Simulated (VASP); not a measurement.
Runs of VASP 6.6.1 on Ca. The structure is that of space group Pm-3m (No. 221), or close to it. The cells are those of the table. This isn't the form of Ca at room conditions, which is fcc.

```tsv
task	cell	k mesh	gap on the mesh (eV)	pressure (GPa)	relaxed volume (Å³/atom)
relaxation of cell and atoms	relaxed from a = 3.630 Å, 1 atom	6 × 6 × 6	none	0.0	(a)
relaxation of cell and atoms	relaxed from a = 3.393 Å, 1 atom	7 × 7 × 7	none	0.0	37.90
single point	a = 3.360 Å, 1 atom	7 × 7 × 7	none	0.0	-
single point	a = 3.393 Å, 1 atom	6 × 6 × 6	none	0.0	-
```

Alike in all rows: level LDA; potentials or basis VASP PAW LDA potentials, release 64 (Ca_sv); no spin polarisation; cutoff (eV) 500; smearing fermi-dirac 0.1 eV.

**Question.** Fill in the values left out.

**Answer.** (a) 38.98.

Caveats: the volume moved by over 15 % at a fixed basis, so the end points are rough (at least some runs).

A gap of «none» marks levels without a gap at the run's occupations.
